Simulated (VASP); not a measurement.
Ta4O, 5 atoms in the cell. It takes space group R3m (No. 160, trigonal). The conventional cell has a = 5.464 Å, b = 5.464 Å, c = 8.475 Å, α = 90.00°, β = 90.00°, γ = 120.00°. Ta (site symmetry m) has 1 O at 1.48 Å within 2.0 Å. Ta (site symmetry 3m) has 3 Ta at 2.13 Å within 2.8 Å. O (site symmetry 3m) has 3 Ta at 1.48 Å within 2.0 Å. 

| Property | Result |
| --- | --- |
| Program | VASP 6.6.1 |
| Task | single point |
| Functional | PBE |
| Potentials or basis | VASP PAW PBE potentials, release 64 (Ta_sv_GW, O) |
| Cutoff | 600 eV |
| k mesh | 6 × 6 × 6 |
| Occupations | gaussian, width 0.1 eV |
| Spin | no spin polarisation |
| Dipole correction | no |
| Second run | valence_matched |
| Further INCAR settings | ALGO = Normal; EDIFF = 1e-06; NBANDS = 37 |

Potentials or basis: VASP PAW PBE potentials, release 64 (Ta_sv_GW, O).

Run with:

```sh
$ cat potpaw_PBE.64/Ta_sv_GW/POTCAR potpaw_PBE.64/O/POTCAR > POTCAR
$ mpirun -np 1 vasp_std > vasp.out
```

Hardware: 1 thread of Intel(R) Xeon(R) Platinum 8259CL CPU @ 2.50GHz (Skylake/Cascade Lake), on a shared host.

**Question.** How long does it take, and how much memory?

**Answer.** Run time: 4.4 min on 1 thread of Intel(R) Xeon(R) Platinum 8259CL CPU @ 2.50GHz (Skylake/Cascade Lake) (shared host), peak memory 0.25 GiB. Counts: scf iterations 26, k points 32.
